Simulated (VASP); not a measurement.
A run of VASP 6.6.1 is set up as follows.

File INCAR:

```
SYSTEM = MnS
PREC = Accurate
ENCUT = 520
EDIFF = 1E-6
ISMEAR = -1
SIGMA = 0.05
LREAL = .FALSE.
LASPH = .TRUE.
NELM = 150
ALGO = Normal
ISIF = 2
LWAVE = .FALSE.
LCHARG = .TRUE.
ISPIN = 2
MAGMOM = 4.5 -4.5 0 0
LORBIT = 11
LMAXMIX = 4
LDAU = .TRUE.
LDAUTYPE = 2
LDAUL = 2 -1
LDAUU = 4 0
LDAUJ = 0 0
LDAUPRINT = 1
GGA = PE
LELF = .TRUE.
LVHAR = .TRUE.
NBANDS = 31
```

The input KPOINTS:

```
regular mesh
0
G
  4 8 8
  0 0 0
```

File POSCAR:

```
MnS
1.0
    0.0000000000      5.6000000000      5.6000000000
    2.8000000000      0.0000000000      2.8000000000
    2.8000000000      2.8000000000      0.0000000000
Mn S
2 2
Direct
    0.0000000000      0.0000000000      0.0000000000
    0.5000000000      0.0000000000      0.0000000000
    0.1250000000      0.2500000000      0.2500000000
    0.6250000000      0.2500000000      0.2500000000
```

Potentials or basis: VASP PAW PBE potentials, release 64 (Mn_pv, S).

The run is started by

```console
$ cat potpaw_PBE.64/Mn_pv/POTCAR potpaw_PBE.64/S/POTCAR > POTCAR
$ mpirun -np 1 vasp_std > vasp.out
```

(1) Estimate the net moment.

(2) What does it give for the band gap on the k mesh?

(3) Predict the site moments.

(4) Estimate the pressure.

## Answers

(1) 0.00 μB per cell.

(2) 2.28 eV.

(3) Mn +4.51, -4.51; S +0.01, -0.01 μB.

(4) 3.7 GPa.

Caveat: the cell stands under pressure.
